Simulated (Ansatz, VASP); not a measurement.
# One calculation of La, two programs

Contents of INCAR:

```
ALGO = Fast ; EDIFF = 1E-6
ENCUT = 520 ; GGA = PS
ISIF = 2 ; ISMEAR = -1
LASPH = True ; LCHARG = False
LREAL = False ; LWAVE = False
NBANDS = 12 ; NELM = 60
PREC = Accurate ; SIGMA = 0.05
```

File KPOINTS:

```
k-points
0
Gamma
  7 7 7
```

File POSCAR:

```
La
1.0
   -2.1238310710      2.1238310710      2.1238310710
    2.1238310710     -2.1238310710      2.1238310710
    2.1238310710      2.1238310710     -2.1238310710
La
1
Direct
    0.0000000000      0.0000000000      0.0000000000
```

File input.yaml:

```yaml
crystal:
  lattice:
    - [-2.123831071, 2.123831071, 2.123831071]
    - [2.123831071, -2.123831071, 2.123831071]
    - [2.123831071, 2.123831071, -2.123831071]
  atoms:
    - { symbol: La, position: [0.0, 0.0, 0.0] }
hamiltonian:
  xc: pbesol
  pseudopotentials: { kind: paw }
kpoints:
  mp_grid: { grid: [7, 7, 7] }
  band_path:
    path:
      - [[0.0, 0.0, 0.0], [0.5, -0.5, 0.5], [0.0, 0.0, 0.5], [0.0, 0.0, 0.0], [0.25, 0.25, 0.25], [0.5, -0.5, 0.5]]
      - [[0.25, 0.25, 0.25], [0.0, 0.0, 0.5]]
    npoints: 14
scf:
  occupations: { method: fermi_dirac, width: 0.05 }
  n_extra_bands: 6
output:
  forces: true
  stress: true
  eigenvalues: true
  fatbands: false
  write_density: true
  write_potential: true
  elf: true
  volumetric_format: npy
```

Alike in both runs: functional PBEsol; k mesh 7 × 7 × 7; occupations fermi-dirac, width 0.05 eV; no spin polarisation.

|  | VASP | Ansatz |
| --- | --- | --- |
| version | VASP 6.6.1 | Ansatz 0.2.0 |
| potentials or method | VASP PAW PBE potentials, release 64 (La) | Ansatz PAW |
| plane-wave cutoff (eV) | 520 | 420 |
| valence electrons in the cell | 11 | 11 |
| task | single point | band structure |

|  | VASP | Ansatz | Ansatz less VASP |
| --- | --- | --- | --- |
| gap on the k mesh at the Fermi level (eV) | none | none | - |
| pressure (GPa) | -2.3 | -2.3 | -0.03 |

VASP's potentials were made for PBE, not for PBEsol. A gap of «none» marks a metal or a gap that the smearing closes. The functional is the same, so the differences come from potentials, cutoffs and numerics.

Neither program's run includes spin-orbit coupling.
